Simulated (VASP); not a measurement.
# BaTiO3 (P4mm) in VASP: further runs, part 2 of 2

VASP 6.6.1.

**3. Relaxation of cell and atoms, PBE**

This run uses another cell than the first one, of 13.07 Å³/atom.

File INCAR:

```
  PREC = Accurate
  ENCUT = 600
  EDIFF = 1E-6
  ISMEAR = 0
  SIGMA = 0.02
  LREAL = False
  LASPH = True
  NELM = 100
  ALGO = Normal
  ISIF = 3
  LWAVE = False
  LCHARG = False
  GGA = PE
  IBRION = 2
  NSW = 100
  EDIFFG = -0.01
```

File KPOINTS:

```
regular mesh
0
Gamma
  8 8 8
```

File POSCAR:

```
BaTiO3
1.0
    3.9903792100      0.0000000000      0.0000000000
    0.0000000000      3.9903792100      0.0000000000
    0.0000000000      0.0000000000      4.1026553900
Ba Ti O
1 1 3
Direct
    0.5000000000      0.5000000000      0.5825414600
    0.0000000000      0.0000000000      0.1000427000
    0.0000000000      0.5000000000      0.0642205400
    0.5000000000      0.0000000000      0.0642205400
    0.0000000000      0.0000000000      0.5489717500
```

Potentials or basis: VASP PAW PBE potentials, release 64 (Ba_sv, Ti_sv, O).

Run with:

```console
$ cat potpaw_PBE.64/Ba_sv/POTCAR potpaw_PBE.64/Ti_sv/POTCAR potpaw_PBE.64/O/POTCAR > POTCAR
$ mpirun -np 1 vasp_std > vasp.out
```

OUTCAR:

```text
PREC = Accurate
   ENCUT = 600
   EDIFF = 1E-6
   ISMEAR = 0
   LREAL = False
   LASPH = True
   NELM = 100
   ISIF = 3
   GGA = PE
   IBRION = 2
   NSW = 100
   EDIFFG = -0.01

 ion  position               nearest neighbor table
   1  0.500  0.500  0.583-   3 2.81   4 2.81   4 2.81   3 2.81   5 2.82   5 2.82   5 2.82   5 2.82
                             3 2.92   4 2.92   3 2.92   4 2.92   2 3.45   2 3.45   2 3.45   2 3.45
   2  0.000  0.000  0.100-   5 1.84   4 2.00   3 2.00   3 2.00   4 2.00   5 2.26   1 3.45   1 3.45
                             1 3.45   1 3.45   1 3.53   1 3.53   1 3.53   1 3.53
   3  0.000  0.500  0.064-   2 2.00   2 2.00   1 2.81   1 2.81   1 2.92   1 2.92
   4  0.500  0.000  0.064-   2 2.00   2 2.00   1 2.81   1 2.81   1 2.92   1 2.92
   5  0.000  0.000  0.549-   2 1.84   2 2.26   1 2.82   1 2.82   1 2.82   1 2.82

  LATTYP: Found a simple tetragonal cell.
 ALAT       =     3.9903792100
 C/A-ratio  =     1.0281367194

  Lattice vectors:

 A1 = (   3.9903792100,   0.0000000000,   0.0000000000)
 A2 = (   0.0000000000,   3.9903792100,   0.0000000000)
 A3 = (   0.0000000000,   0.0000000000,   4.1026553900)

Analysis of symmetry for initial positions (statically):
=====================================================================
 Subroutine PRICEL returns:
 Original cell was already a primitive cell.

 Routine SETGRP: Setting up the symmetry group for a
 simple tetragonal supercell.

 Subroutine GETGRP returns: Found  8 space group operations
 (whereof  8 operations were pure point group operations)
 out of a pool of 16 trial point group operations.

The static configuration has the point symmetry C_4v.

Analysis of symmetry for dynamics (positions and initial velocities):
=====================================================================
 Subroutine PRICEL returns:
 Original cell was already a primitive cell.

 Routine SETGRP: Setting up the symmetry group for a
 simple tetragonal supercell.

 Subroutine GETGRP returns: Found  8 space group operations
 (whereof  8 operations were pure point group operations)
 out of a pool of 16 trial point group operations.

The dynamic configuration has the point symmetry C_4v.

 Subroutine INISYM returns: Found  8 space group operations
 (whereof  8 operations are pure point group operations),
 and found     1 'primitive' translations

----------------------------------------------------------------------------------------

                                     Primitive cell

  volume of cell :      65.3271

  direct lattice vectors                    reciprocal lattice vectors
     3.990379210  0.000000000  0.000000000     0.250602749  0.000000000  0.000000000
     0.000000000  3.990379210  0.000000000     0.000000000  0.250602749  0.000000000
     0.000000000  0.000000000  4.102655390     0.000000000  0.000000000  0.243744576

  length of vectors
     3.990379210  3.990379210  4.102655390     0.250602749  0.250602749  0.243744576

  position of ions in fractional coordinates (direct lattice)
     0.500000000  0.500000000  0.582541460
     0.000000000  0.000000000  0.100042700
     0.000000000  0.500000000  0.064220540
     0.500000000  0.000000000  0.064220540
     0.000000000  0.000000000  0.548971750

  ion indices of the primitive-cell ions
   primitive index   ion index
                 1           1
[... 72 lines left out ...]
   LSORBIT =      F    spin-orbit coupling
   LASPH  =      T    aspherical Exc in radial PAW
   ENCUT  =  600.0 eV  44.10 Ry    6.64 a.u.   7.97  7.97  8.19*2*pi/ulx,y,z
   NELM   =    100;   NELMIN=  2; NELMDL= -5     # of ELM steps
   EDIFF  = 0.1E-05   stopping-criterion for ELM
   LREAL  =      F    real-space projection
   EDIFFG = -.1E-01   stopping-criterion for IOM
   NSW    =    100    number of steps for IOM
   IBRION =      2    ionic relax: 0-MD 1-quasi-New 2-CG
   NFREE  =      1    steps in history (QN), initial steepest desc. (CG)
   ISIF   =      3    stress and relaxation
   ISYM   =      2    0-nonsym 1-usesym 2-fastsym
   POTIM  = 0.5000    time-step for ionic-motion
   TEBEG  =    0.0;   TEEND  =   0.0 temperature during run
   PSTRESS=    0.0 pullay stress
   NELECT =      40.0000    total number of electrons
   NUPDOWN=      -1.0000    fix difference up-down
   EMIN   =  10.00;   EMAX   =-10.00  energy-range for DOS
   EFERMI =   0.00;   METHOD = LEGACY
   ISMEAR =     0;   SIGMA  =   0.02  broadening in eV -4-tet -1-fermi 0-gaus
   EFERMI_NEDOS =   21; number of points for ismear=-14 and -15
   IALGO  =     38    algorithm
   IMIX   =      4    mixing-type and parameters
     AMIX     =   0.40;   BMIX     =  1.00
     AMIX_MAG =   1.60;   BMIX_MAG =  1.00
  volume/ion in A,a.u.               =      13.07        88.17
  Fermi-wavevector in a.u.,A,eV,Ry     =   1.390157  2.627015 26.293737  1.932535
  Thomas-Fermi vector in A             =   2.514119
   LORBIT       =      0    0 simple, 1 ext, 2 COOP (PROOUT), +10 PAW based schemes
   GGA     = PE    functional components
   LHFCALC =     F    Hartree Fock is set to
   AEXX    =    0.0000 exact exchange contribution
   IVDW    =     0    specifies the selected vdW correction
   LEPSILON=     F    determine dielectric tensor
   LRPA    =     F    only Hartree local field effects (RPA)
 conjugate gradient relaxation of ions
 non-spin polarized calculation
 Gauss-broadening in eV      SIGMA  =   0.02
  energy-cutoff  :      600.00
  volume of cell :       65.33
 maximum number of plane-waves:      2212
 NGX is ok and might be reduce to    32
   NGX = 15   NGY = 15   NGZ = 17

--------------------------------------- Ionic step        1  -------------------------------------------

 number of electron      39.9999993 magnetization

 Free energy of the ion-electron system (eV)
  ---------------------------------------------------
  ext. energy  EPLUGINS =         0.00000000
  ---------------------------------------------------
  free energy    TOTEN  =       -40.02782027 eV

  energy without entropy =      -40.02782027  energy(sigma->0) =      -40.02782027

------------------------ aborting loop because EDIFF is reached ----------------------------------------

  FORCE on cell =-STRESS in cart. coord.  units (eV):
  Direction    XX          YY          ZZ          XY          YZ          ZX
  --------------------------------------------------------------------------------------
  -------------------------------------------------------------------------------------
  Total        1.1822416      1.1822416      1.2295505      0.0000000      0.0000000      0.0000000
  in kB       28.9950224     28.9950224     30.1552936      0.0000000      0.0000000      0.0000000
  external PRESSURE =      29.3817795 kB  Pullay stress =       0.0000000 kB
[... 98 lines left out ...]
  FREE ENERGIE OF THE ION-ELECTRON SYSTEM (eV)
  ---------------------------------------------------
  free  energy   TOTEN  =       -40.0388356327 eV

  energy  without entropy=      -40.0388356327  energy(sigma->0) =      -40.03883563

[... ionic steps 4 to 12 ...]

--------------------------------------- Ionic step       13  -------------------------------------------

 number of electron      39.9999993 magnetization

------------------------ aborting loop because EDIFF is reached ----------------------------------------
[... 73 lines left out ...]
--------------------------------------- Ionic step       15  -------------------------------------------

 number of electron      39.9999992 magnetization

 Free energy of the ion-electron system (eV)
  ---------------------------------------------------
  ext. energy  EPLUGINS =         0.00000000
  ---------------------------------------------------
  free energy    TOTEN  =       -40.04744762 eV

  energy without entropy =      -40.04744762  energy(sigma->0) =      -40.04744762

 E-fermi :   3.7920     XC(G=0): -10.9750

 val. band max:        3.6808569935   @ k =   0.5000   0.5000   0.5000
 cond. band min:       5.4473637631   @ k =   0.0000   0.0000   0.0000
 fundamental gap:      1.7665067697
 Fermi energy:         3.7919654940

 k-point     1 :       0.0000    0.0000    0.0000
  band No.  band energies     occupation
      1     -53.0091      2.00000
      2     -29.3388      2.00000
      3     -29.2024      2.00000
      4     -29.2024      2.00000
      5     -21.5405      2.00000
      6     -13.3174      2.00000
[... 637 lines left out ...]
     23       7.1768      0.00000
     24       8.1659      0.00000

 [... further k-points ...]

------------------------ aborting loop because EDIFF is reached ----------------------------------------

  FORCE on cell =-STRESS in cart. coord.  units (eV):
  Direction    XX          YY          ZZ          XY          YZ          ZX
  --------------------------------------------------------------------------------------
  -------------------------------------------------------------------------------------
  Total       -0.0101866     -0.0101866      0.0239744      0.0000000      0.0000000      0.0000000
  in kB       -0.2423118     -0.2423118      0.5702892      0.0000000      0.0000000      0.0000000
  external PRESSURE =       0.0285552 kB  Pullay stress =       0.0000000 kB
[... 20 lines left out ...]
  FREE ENERGIE OF THE ION-ELECTRON SYSTEM (eV)
  ---------------------------------------------------
  free  energy   TOTEN  =       -40.0474476246 eV

  energy  without entropy=      -40.0474476246  energy(sigma->0) =      -40.04744762

 reached required accuracy - stopping structural energy minimisation
```

CONTCAR:

```text
BaTiO3
   1.00000000000000
     3.9977069048896552    0.0000000000000000    0.0000000000000000
     0.0000000000000000    3.9977069048896552   -0.0000000000000000
     0.0000000000000000   -0.0000000000000000    4.2144602091534269
  Ba              Ti              O
     1     1     3
Direct
     0.5000000000000000    0.5000000000000000    0.5895010004257356
     0.0000000000000000    0.0000000000000000    0.1083852288636428
     1.0000000000000000    0.5000000000000000    0.0612679037243859
     0.5000000000000000    0.0000000000000000    0.0612679037243859
     1.0000000000000000    0.0000000000000000    0.5395749532618558

  0.00000000E+00  0.00000000E+00  0.00000000E+00
  0.00000000E+00  0.00000000E+00  0.00000000E+00
  0.00000000E+00  0.00000000E+00  0.00000000E+00
  0.00000000E+00  0.00000000E+00  0.00000000E+00
  0.00000000E+00  0.00000000E+00  0.00000000E+00
```

Wall time 14 min (1 thread of Intel Xeon Platinum 8488C (Sapphire Rapids), shared host); peak memory 0.31 GiB.

Results:

* Free energy: -40.0474 eV
* Relaxed volume: 13.47 Å³/atom
* Relaxed cell: a = 3.998 Å, b = 3.998 Å, c = 4.214 Å, α = 90.00°, β = 90.00°, γ = 90.00°
* Space group after relaxing (to 0.1 Å): P4mm (No. 99)
* Energy gained by relaxing: 3.9 meV/atom
* Ionic steps: 15
* Pressure after relaxing: 0.0 GPa
* Largest force after relaxing: 0.006 eV/Å
* Band gap on the k mesh: 1.77 eV (least direct gap 2.33 eV)

Forces in eV/Å, atoms in the order of the input:
```
Ba   0.000  0.000  0.002
Ti   0.000  0.000  0.006
O    0.000  0.000 -0.001
O    0.000  0.000 -0.001
O    0.000  0.000 -0.006
```

Stress tensor (GPa, compression positive):
```
-0.02  0.00  0.00
 0.00 -0.02  0.00
 0.00  0.00  0.06
```

The path:
| step | energy change (eV) | largest force (eV/Å) | pressure (GPa) | volume (Å³) |
| --- | --- | --- | --- | --- |
| 1 | 0.0000 | 0.0546 | 2.94 | 65.33 |
| 2 | -0.0028 | 0.3534 | -2.43 | 67.62 |
| 3 | -0.0110 | 0.1909 | -0.05 | 66.54 |
| 4 | -0.0134 | 0.0816 | 0.00 | 66.69 |
| 5 | -0.0140 | 0.0609 | 0.05 | 66.81 |
| 6 | -0.0158 | 0.0646 | -0.02 | 66.95 |
| 7 | -0.0186 | 0.0806 | -0.13 | 67.34 |
| 8 | -0.0188 | 0.0862 | -0.15 | 67.45 |
| 9 | -0.0193 | 0.0409 | 0.05 | 67.29 |
| 10 | -0.0193 | 0.0452 | 0.04 | 67.31 |
| 11 | -0.0195 | 0.0170 | 0.10 | 67.29 |
| 12 | -0.0196 | 0.0165 | 0.13 | 67.29 |
| 13 | -0.0195 | 0.0310 | -0.21 | 67.43 |
| 14 | -0.0196 | 0.0146 | -0.02 | 67.35 |
| 15 | -0.0196 | 0.0060 | 0.00 | 67.35 |

Final structure:
```cif
data_structure
_symmetry_space_group_name_H-M 'P 1'
_symmetry_Int_Tables_number 1
_cell_length_a 3.9977
_cell_length_b 3.9977
_cell_length_c 4.2145
_cell_angle_alpha 90.000
_cell_angle_beta 90.000
_cell_angle_gamma 90.000
_cell_volume 67.35
loop_
_atom_site_label
_atom_site_type_symbol
_atom_site_fract_x
_atom_site_fract_y
_atom_site_fract_z
_atom_site_occupancy
Ba1 Ba 0.50000 0.50000 0.58950 1
Ti1 Ti 0.00000 0.00000 0.10839 1
O1 O 0.00000 0.50000 0.06127 1
O2 O 0.50000 0.00000 0.06127 1
O3 O 0.00000 0.00000 0.53957 1
```

Caveat: spin-orbit coupling is left out, which moves the levels of the heavy elements.
